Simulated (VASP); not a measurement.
# BeTe (R-3m) in VASP: notebook

Runs on BeTe. Level: PBE. Tasks: single point, relaxation of cell and atoms.

Program: VASP 6.6.1. These are calculated values, not measurements. Logs are shortened: lines on timing, memory, paths and dates and some standing lists are left out, and cuts for length are marked.

### Step 1. The cell of the first run

It takes space group R-3m (No. 166, trigonal). Conventional cell: a = 3.722 Å, b = 3.722 Å, c = 11.096 Å, α = 90.00°, β = 90.00°, γ = 120.00°. Be (site symmetry -3m) has 6 Te at 2.83 Å within 3.7 Å. Te (site symmetry -3m) has 6 Be at 2.83 Å within 3.7 Å.

### Step 2. Single point, PBE

Contents of INCAR:

```
  PREC = Accurate
  ENCUT = 520
  EDIFF = 1E-6
  ISMEAR = 0
  SIGMA = 0.1
  LREAL = F
  LASPH = T
  NELM = 60
  ALGO = Normal
  ISIF = 2
  LWAVE = F
  LCHARG = F
  GGA = PE
  NBANDS = 11
```

Contents of KPOINTS:

```
Automatic mesh
0
Gamma
  6 6 6
```

Contents of POSCAR:

```
BeTe
1.0
    1.8608634800      1.0743700300      3.6986945300
   -1.8608634800      1.0743700300      3.6986945300
    0.0000000000     -2.1487400700      3.6986945300
Be Te
1 1
Direct
    0.5000000000      0.5000000000      0.5000000000
    0.0000000000      0.0000000000      0.0000000000
```

Potentials or basis: VASP PAW PBE potentials, release 64 (Be, Te).

Started as:

```bash
> cat potpaw_PBE.64/Be/POTCAR potpaw_PBE.64/Te/POTCAR > POTCAR
> mpirun -np 1 vasp_std > vasp.out
```

OUTCAR:

```text
PREC = Accurate
   ENCUT = 520
   EDIFF = 1E-6
   ISMEAR = 0
   LREAL = F
   LASPH = T
   NELM = 60
   ISIF = 2
   GGA = PE

 ion  position               nearest neighbor table
   1  0.500  0.500  0.500-   2 2.83   2 2.83   2 2.83   2 2.83   2 2.83   2 2.83
   2  0.000  0.000  0.000-   1 2.83   1 2.83   1 2.83   1 2.83   1 2.83   1 2.83

  LATTYP: Found a trigonal (rhomboedric) cell.
 ALAT       =     4.2775489569
 COS(alpha) =     0.6214972452

  Lattice vectors:

 A1 = (   1.8608634800,   1.0743700300,   3.6986945300)
 A2 = (  -1.8608634800,   1.0743700300,   3.6986945300)
 A3 = (   0.0000000000,  -2.1487400700,   3.6986945300)

Analysis of symmetry for initial positions (statically):
=====================================================================
 Subroutine PRICEL returns:
 Original cell was already a primitive cell.

 Routine SETGRP: Setting up the symmetry group for a
 trigonal (rhombohedral) supercell.

 Subroutine GETGRP returns: Found 12 space group operations
 (whereof 12 operations were pure point group operations)
 out of a pool of 12 trial point group operations.

The static configuration has the point symmetry D_3d.

Analysis of symmetry for dynamics (positions and initial velocities):
=====================================================================
 Subroutine PRICEL returns:
 Original cell was already a primitive cell.

 Routine SETGRP: Setting up the symmetry group for a
 trigonal (rhombohedral) supercell.

 Subroutine GETGRP returns: Found 12 space group operations
 (whereof 12 operations were pure point group operations)
 out of a pool of 12 trial point group operations.

The dynamic configuration has the point symmetry D_3d.

 Subroutine INISYM returns: Found 12 space group operations
 (whereof 12 operations are pure point group operations),
 and found     1 'primitive' translations

----------------------------------------------------------------------------------------

                                     Primitive cell

  volume of cell :      44.3678

  direct lattice vectors                    reciprocal lattice vectors
     1.860863480  1.074370030  3.698694530     0.268692467  0.155129668  0.090121888
    -1.860863480  1.074370030  3.698694530    -0.268692467  0.155129668  0.090121888
     0.000000000 -2.148740070  3.698694530     0.000000000 -0.310259336  0.090121887

  length of vectors
     4.277548957  4.277548957  4.277548961     0.323083287  0.323083287  0.323083287

  position of ions in fractional coordinates (direct lattice)
     0.500000000  0.500000000  0.500000000
     0.000000000  0.000000000  0.000000000

  ion indices of the primitive-cell ions
   primitive index   ion index
                 1           1
                 2           2

----------------------------------------------------------------------------------------

 KPOINTS: Automatic mesh

Automatic generation of k-mesh.
 Grid dimensions read from file:
 generate k-points for:    6    6    6

 Generating k-lattice:

  Cartesian coordinates                     Fractional coordinates (reciprocal lattice)
     0.044782078  0.025854945  0.015020315     0.166666667  0.000000000  0.000000000
    -0.044782078  0.025854945  0.015020315     0.000000000  0.166666667  0.000000000
     0.000000000 -0.051709889  0.015020315     0.000000000  0.000000000  0.166666667

  Length of vectors
     0.053847215  0.053847215  0.053847214

  Shift w.r.t. Gamma in fractional coordinates (k-lattice)
     0.000000000  0.000000000  0.000000000

 Subroutine IBZKPT returns following result:
 ===========================================

 Found     32 irreducible k-points:

 Following reciprocal coordinates:
            Coordinates               Weight
  0.000000  0.000000  0.000000      1.000000
  0.166667  0.000000  0.000000      6.000000
  0.333333  0.000000  0.000000      6.000000
  0.500000  0.000000  0.000000      3.000000
  0.166667  0.166667  0.000000      6.000000
  0.333333  0.166667  0.000000     12.000000
[... 16 lines left out ...]
  0.500000  0.500000  0.166667      6.000000
 -0.333333  0.500000  0.166667     12.000000
 [... further k-points ...]
   k-points           NKPTS =     32   k-points in BZ     NKDIM =     32   number of bands    NBANDS=     11
   number of dos      NEDOS =    301   number of ions     NIONS =      2
   total plane-waves  NPLWV =  32768
   dimension x,y,z NGX =    32 NGY =   32 NGZ =   32
   dimension x,y,z NGXF=    64 NGYF=   64 NGZF=   64
   ions per type =               1   1
   NGX,Y,Z   is equivalent  to a cutoff of  12.44, 12.44, 12.44 a.u.
   NGXF,Y,Z  is equivalent  to a cutoff of  24.87, 24.87, 24.87 a.u.
 SYSTEM =  unknown system
   PREC   = accura    normal or accurate (medium, high low for compatibility)
   ISTART =      0    job   : 0-new  1-cont  2-samecut
   ICHARG =      2    charge: 1-file 2-atom 10-const
   ISPIN  =      1    spin polarized calculation?
   LNONCOLLINEAR =      F non collinear calculations
   LSORBIT =      F    spin-orbit coupling
   LASPH  =      T    aspherical Exc in radial PAW
   ENCUT  =  520.0 eV  38.22 Ry    6.18 a.u.   7.95  7.95  7.95*2*pi/ulx,y,z
   NELM   =     60;   NELMIN=  2; NELMDL= -5     # of ELM steps
   EDIFF  = 0.1E-05   stopping-criterion for ELM
   LREAL  =      F    real-space projection
   EDIFFG = 0.1E-04   stopping-criterion for IOM
   NSW    =      0    number of steps for IOM
   IBRION =     -1    ionic relax: 0-MD 1-quasi-New 2-CG
   NFREE  =      0    steps in history (QN), initial steepest desc. (CG)
   ISIF   =      2    stress and relaxation
   ISYM   =      2    0-nonsym 1-usesym 2-fastsym
   POTIM  = 0.5000    time-step for ionic-motion
   TEBEG  =    0.0;   TEEND  =   0.0 temperature during run
   PSTRESS=    0.0 pullay stress
   NELECT =       8.0000    total number of electrons
   NUPDOWN=      -1.0000    fix difference up-down
   EMIN   =  10.00;   EMAX   =-10.00  energy-range for DOS
   EFERMI =   0.00;   METHOD = LEGACY
   ISMEAR =     0;   SIGMA  =   0.10  broadening in eV -4-tet -1-fermi 0-gaus
   EFERMI_NEDOS =   21; number of points for ismear=-14 and -15
   IALGO  =     38    algorithm
   IMIX   =      4    mixing-type and parameters
     AMIX     =   0.40;   BMIX     =  1.00
     AMIX_MAG =   1.60;   BMIX_MAG =  1.00
  volume/ion in A,a.u.               =      22.18       149.70
  Fermi-wavevector in a.u.,A,eV,Ry     =   0.924873  1.747757 11.638290  0.855390
  Thomas-Fermi vector in A             =   2.050666
   LORBIT       =      0    0 simple, 1 ext, 2 COOP (PROOUT), +10 PAW based schemes
   GGA     = PE    functional components
   LHFCALC =     F    Hartree Fock is set to
   AEXX    =    0.0000 exact exchange contribution
   IVDW    =     0    specifies the selected vdW correction
   LEPSILON=     F    determine dielectric tensor
   LRPA    =     F    only Hartree local field effects (RPA)
 non-spin polarized calculation
 Gauss-broadening in eV      SIGMA  =   0.10
  energy-cutoff  :      520.00
  volume of cell :       44.37
 maximum number of plane-waves:      1206
   NGX = 15   NGY = 15   NGZ = 15

 number of electron       8.0000000 magnetization

 Free energy of the ion-electron system (eV)
  ---------------------------------------------------
  ext. energy  EPLUGINS =         0.00000000
  ---------------------------------------------------
  free energy    TOTEN  =        -6.19427478 eV

  energy without entropy =       -6.19182449  energy(sigma->0) =       -6.19304964

 E-fermi :   6.0075     XC(G=0):  -9.4129

 val. band max:        5.7175735764   @ k =   0.3333   0.0000   0.0000
 cond. band min:       6.0325761396   @ k =   0.5000   0.3333   0.3333
 fundamental gap:      0.3150025632
 Fermi energy:         6.0075179857

 k-point     1 :       0.0000    0.0000    0.0000
  band No.  band energies     occupation
      1      -6.8210      2.00000
      2       3.6664      2.00000
      3       6.3259      0.00001
      4       6.3259      0.00001
      5       6.5211      0.00000
      6      11.4734      0.00000
      7      11.4734      0.00000
      8      11.8755      0.00000
      9      12.1881      0.00000
     10      13.5909      0.00000
     11      13.5909      0.00000

 k-point     2 :       0.1667    0.0000    0.0000
  band No.  band energies     occupation
      1      -6.4974      2.00000
      2       3.4035      2.00000
      3       4.4176      2.00000
      4       6.0904      0.24141
      5       7.4500      0.00000
      6      10.2080      0.00000
      7      10.3584      0.00000
      8      11.1039      0.00000
      9      12.4590      0.00000
     10      13.6018      0.00000
     11      14.5420      0.00000

 k-point     3 :       0.3333    0.0000    0.0000
  band No.  band energies     occupation
      1      -5.6578      2.00000
      2       1.1860      2.00000
      3       4.2629      2.00000
      4       5.7176      1.99996
      5       7.5743      0.00000
      6       8.5502      0.00000
      7       9.0220      0.00000
      8      10.4132      0.00000
      9      12.6904      0.00000
     10      16.5444      0.00000
     11      16.9960      0.00000

 k-point     4 :       0.5000    0.0000    0.0000
  band No.  band energies     occupation
      1      -5.0418      2.00000
      2      -0.0889      2.00000
      3       4.5707      2.00000
      4       5.5675      2.00000
      5       6.8192      0.00000
      6       8.3767      0.00000
      7       8.5180      0.00000
      8      10.2371      0.00000
      9      14.4190      0.00000
     10      15.1166      0.00000
     11      19.4271      0.00000

 k-point     5 :       0.1667    0.1667    0.0000
  band No.  band energies     occupation
      1      -6.4355      2.00000
      2       2.9659      2.00000
      3       4.5377      2.00000
      4       5.5714      2.00000
      5       8.3262      0.00000
      6       8.8158      0.00000
      7      11.4798      0.00000
      8      11.6835      0.00000
      9      12.2166      0.00000
     10      14.2022      0.00000
     11      15.3206      0.00000
[... 211 lines left out ...]
 k-point    21 :      -0.3333    0.3333    0.1667
  band No.  band energies     occupation
      1      -4.7636      2.00000
      2       0.7148      2.00000
      3       2.0977      2.00000
      4       3.2661      2.00000
      5       7.9834      0.00000
      6       8.7364      0.00000
      7      11.5390      0.00000
      8      12.6861      0.00000
      9      13.3404      0.00000
     10      15.3146      0.00000
     11      19.3928      0.00000

 k-point    22 :      -0.1667    0.3333    0.1667
  band No.  band energies     occupation
      1      -5.0304      2.00000
      2       1.0968      2.00000
      3       2.8300      2.00000
      4       3.7004      2.00000
      5       6.6590      0.00000
      6       8.9470      0.00000
      7      10.8437      0.00000
      8      11.7841      0.00000
      9      13.2498      0.00000
     10      17.1955      0.00000
     11      18.3656      0.00000

 k-point    23 :       0.5000    0.5000    0.1667
  band No.  band energies     occupation
      1      -5.0869      2.00000
      2       0.8193      2.00000
      3       1.9838      2.00000
      4       4.4446      2.00000
      5       6.1752      0.01771
      6      10.3012      0.00000
      7      12.2587      0.00000
      8      13.2451      0.00000
      9      14.0515      0.00000
     10      17.6602      0.00000
     11      18.0901      0.00000

 k-point    24 :      -0.3333    0.5000    0.1667
  band No.  band energies     occupation
      1      -4.6607      2.00000
      2       1.0024      2.00000
      3       1.8156      2.00000
      4       2.7416      2.00000
      5       6.7055      0.00000
      6      10.2977      0.00000
      7      11.5527      0.00000
      8      13.3555      0.00000
      9      13.8757      0.00000
     10      15.9278      0.00000
     11      18.8093      0.00000

 [... further k-points ...]
[... 5 lines left out ...]
  --------------------------------------------------------------------------------------
  -------------------------------------------------------------------------------------
  Total       -0.4626834     -0.4626834     -4.6500376      0.0000000      0.0000000      0.0000000
  in kB      -16.7080727    -16.7080728   -167.9186510      0.0000000      0.0000002      0.0000000
  external PRESSURE =     -67.1115988 kB  Pullay stress =       0.0000000 kB

 VOLUME and BASIS-vectors are now :
 -----------------------------------------------------------------------------
  energy-cutoff  :      520.00
  volume of cell :       44.37
      direct lattice vectors                 reciprocal lattice vectors
     1.860863480  1.074370030  3.698694530     0.268692467  0.155129668  0.090121888
    -1.860863480  1.074370030  3.698694530    -0.268692467  0.155129668  0.090121888
     0.000000000 -2.148740070  3.698694530     0.000000000 -0.310259336  0.090121887

 POSITION                                       TOTAL-FORCE (eV/Angst)
 -----------------------------------------------------------------------------------
      0.00000     -0.00000      5.54804         0.000000      0.000000     -0.000000
      0.00000      0.00000      0.00000         0.000000      0.000000      0.000000
 -----------------------------------------------------------------------------------
    total drift:                               -0.000000     -0.000000     -0.000000

  FREE ENERGIE OF THE ION-ELECTRON SYSTEM (eV)
  ---------------------------------------------------
  free  energy   TOTEN  =        -6.1942747807 eV

  energy  without entropy=       -6.1918244922  energy(sigma->0) =       -6.19304964
```

Run time: 11 s. Hardware: 1 thread of Intel Xeon Platinum 8375C at 2.90GHz (Ice Lake), shared host; peak memory 0.17 GiB.

What came out:

* Free energy: -6.1943 eV
* Pressure: -6.7 GPa
* Band gap on the k mesh: zero (band 4 reaches 6.46 eV, above the bottom of band 5 at 4.63 eV)

Caveat: spin-orbit coupling is left out, which moves the levels of the heavy elements.

[end of part 1 of 2]
